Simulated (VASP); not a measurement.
Wanted: the native input for a VASP 6.6.1 run.

```yaml
Task: single point
Functional: r2SCAN
Potentials_or_basis: VASP PAW PBE potentials, release 64 (Li_sv, H, F)
Cutoff: 830 eV
k_mesh: 8 × 8 × 8
Occupations: gaussian, width 0.01 eV
Spin: no spin polarisation
Dipole_correction: no
Further_INCAR_settings: ALGO = Normal; EDIFF = 1e-06; NBANDS = 17
```

The system is LiHF2.

```
CELL_PARAMETERS angstrom
1.46698 0.84696 4.36669
-1.46698 0.84696 4.36669
0.00000 -1.69393 4.36669
ATOMIC_POSITIONS crystal
Li 0.00000 0.00000 0.00000
H 0.50000 0.50000 0.50000
F 0.41330 0.41330 0.41330
F 0.58670 0.58670 0.58670
```

One way to write it, as run:

POSCAR

```
LiHF2
1.0
    1.4669835000      0.8469633186      4.3666886667
   -1.4669835000      0.8469633186      4.3666886667
    0.0000000000     -1.6939266372      4.3666886667
Li H F
1 1 2
Direct
    0.0000000000      0.0000000000      0.0000000000
    0.5000000000      0.5000000000      0.5000000000
    0.4133016667      0.4133016667      0.4133016667
    0.5866983333      0.5866983333      0.5866983333
```

INCAR.step1

```
SYSTEM = LiHF2
PREC     = Accurate       ! precision mode
ENCUT    = 830            ! plane-wave cutoff, eV
ISMEAR   = 0              ! smearing method
SIGMA    = 0.01           ! smearing width, eV
LREAL    = .False.        ! projectors in reciprocal space
LASPH    = .True.         ! aspherical terms in the spheres
NELM     = 120            ! most SCF steps
NBANDS   = 17             ! bands
GGA      = PE             ! functional
ALGO     = Normal         ! electronic algorithm
EDIFF    = 1E-5           ! SCF threshold, eV
LWAVE    = .True.         ! write WAVECAR
LCHARG   = .False.        ! write CHGCAR
GGA_COMPAT= .False.
```

INCAR.step2

```
SYSTEM = LiHF2
PREC     = Accurate       ! precision mode
ENCUT    = 830            ! plane-wave cutoff, eV
EDIFF    = 1E-6           ! SCF threshold, eV
ISMEAR   = 0              ! smearing method
SIGMA    = 0.01           ! smearing width, eV
LREAL    = .False.        ! projectors in reciprocal space
LASPH    = .True.         ! aspherical terms in the spheres
NELM     = 120            ! most SCF steps
ALGO     = Normal         ! electronic algorithm
ISIF     = 2              ! what is computed and relaxed
LWAVE    = .False.        ! write WAVECAR
LCHARG   = .True.         ! write CHGCAR
METAGGA  = R2SCAN         ! meta-GGA
LMIXTAU  = .True.       
LELF     = .True.         ! ELF
LVHAR    = .True.       
NBANDS   = 17             ! bands
ISTART   = 1            
GGA_COMPAT= .False.
```

KPOINTS

```
Automatic mesh
0
Gamma
  8 8 8
  0 0 0
```

Potentials or basis: VASP PAW PBE potentials, release 64 (Li_sv, H, F).

Run with:

```console
$ cat potpaw_PBE.64/Li_sv/POTCAR potpaw_PBE.64/H/POTCAR potpaw_PBE.64/F/POTCAR > POTCAR
$ cp INCAR.step1 INCAR
$ mpirun -np 1 vasp_std > vasp.out
$ cp INCAR.step2 INCAR
$ mpirun -np 1 vasp_std > vasp.out
```

It gave:

* Pressure: 0.5 GPa
* Band gap on the k mesh: 9.27 eV (least direct gap 9.48 eV)

Caveat: the PAW data sets were made with another functional, which shifts forces and pressure a little.

It took 13 min on 1 thread of Intel(R) Xeon(R) Platinum 8259CL CPU @ 2.50GHz (Skylake/Cascade Lake), on a shared host, peak memory 0.38 GiB.
